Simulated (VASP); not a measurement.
Crystal: AgI.

```
CELL_PARAMETERS angstrom
0.00000 3.28863 3.28863
3.28863 0.00000 3.28863
3.28863 3.28863 0.00000
ATOMIC_POSITIONS crystal
Ag 0.00000 0.00000 0.00000
I 0.25000 0.25000 0.25000
```

Base run:

| Property | Result |
| --- | --- |
| Program | VASP 6.6.1 |
| Functional | HF |
| Potentials or basis | VASP PAW PBE potentials, release 64 (Ag, I) |
| Cutoff | 400 eV |
| k mesh | 4 × 4 × 4 |
| Occupations | gaussian, width 0.01 eV |
| Spin | no spin polarisation |

Its results: band gap on the k mesh 8.92 eV; pressure 5.3 GPa.

Problem. The run is repeated on the same cell with these changes: functional from HF to PBE-based screened hybrid with 35 % exact exchange; share of exact exchange from 1 to 0.35. What comes out?

Solution. Band gap on the k mesh 2.66 eV; pressure 0.4 GPa.

Caveats: the PAW data sets were made with another functional, which shifts forces and pressure a little; spin-orbit coupling is left out, which moves the levels of the heavy elements; the cell stands under pressure (at least some runs).

